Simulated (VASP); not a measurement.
Input of a VASP 6.6.1 run:

Contents of INCAR:

```
ALGO = Normal ; EDIFF = 1E-6
ENCUT = 520 ; GGA = PE
ISIF = 2 ; ISMEAR = 0
LASPH = True ; LCHARG = False
LREAL = False ; LWAVE = False
NBANDS = 16 ; NELM = 60
PREC = Accurate ; SIGMA = 0.1
```

File KPOINTS:

```
k-points
0
Gamma
  12 12 12
```

POSCAR

```
K2H
1.0
    5.9757259525      0.0000000000      0.0000000000
   -2.9878629762      5.1751304809      0.0000000000
    0.0000000000      0.0000000000      3.9283619272
K H
2 1
Direct
    0.3333333333      0.6666666667      0.5000000000
    0.6666666667      0.3333333333      0.5000000000
    0.0000000000      0.0000000000      0.0000000000
```

Potentials or basis: VASP PAW PBE potentials, release 64 (K_sv, H).

Run with:

```bash
$ cat potpaw_PBE.64/K_sv/POTCAR potpaw_PBE.64/H/POTCAR > POTCAR
$ mpirun -np 1 vasp_std > vasp.out
```

Task: Predict the pressure.

Result: 0.0 GPa.

Task: Estimate the band gap on the k mesh.

Result: Zero (an odd number of electrons rules out a gap without spin polarisation).
